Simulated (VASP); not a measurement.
Set up this calculation in VASP 6.6.1, as the native input.

```
Task                   : relaxation of cell and atoms
Functional             : PBE
Potentials or basis    : VASP PAW PBE potentials, release 64 (Ga_d)
Cutoff                 : 600 eV
k mesh                 : 17 × 17 × 17
Occupations            : fermi-dirac, width 0.08 eV
Spin                   : no spin polarisation
Dipole correction      : no
Further INCAR settings : ALGO = Normal; EDIFF = 1e-06; IBRION = 2; EDIFFG = -0.005; NSW = 60; ISIF = 3
```

The structure of Ga lies in POSCAR:

```
Ga
1.0
   -1.6809877034      1.6809877034      1.6809877034
    1.6809877034     -1.6809877034      1.6809877034
    1.6809877034      1.6809877034     -1.6809877034
Ga
1
Direct
    0.0000000000      0.0000000000      0.0000000000
```

This isn't the form of Ga at room conditions, which is orthorhombic.

These files were run (other wordings do the same):

INCAR

```
PREC = Accurate
ENCUT = 600
EDIFF = 1E-6
ISMEAR = -1
SIGMA = 0.08
LREAL = F
LASPH = T
NELM = 100
ALGO = Normal
ISIF = 3
LWAVE = F
LCHARG = F
GGA = PE
IBRION = 2
NSW = 60
EDIFFG = -0.005
```

KPOINTS

```
Automatic mesh
0
Gamma
  17 17 17
```

Potentials or basis: VASP PAW PBE potentials, release 64 (Ga_d).

Run with:

```sh
$ cat potpaw_PBE.64/Ga_d/POTCAR > POTCAR
$ mpirun -np 1 vasp_std > vasp.out
```

It gave:

| Quantity | Value |
| --- | --- |
| Relaxed volume | 19.22 Å³/atom |
| Relaxed cell | a = 2.923 Å, b = 2.923 Å, c = 2.923 Å, α = 109.47°, β = 109.47°, γ = 109.47° |
| Space group after relaxing (to 0.1 Å) | Im-3m (No. 229) |
| Energy gained by relaxing | 0.4 meV/atom |
| Ionic steps | 7 |
| Pressure after relaxing | 0.0 GPa |
| Band gap on the k mesh | zero (an odd number of electrons rules out a gap without spin polarisation) |

Wall time 31 s on 1 thread of Intel(R) Xeon(R) 6975P-C (Granite Rapids), with other jobs on the host, peak memory 0.17 GiB.
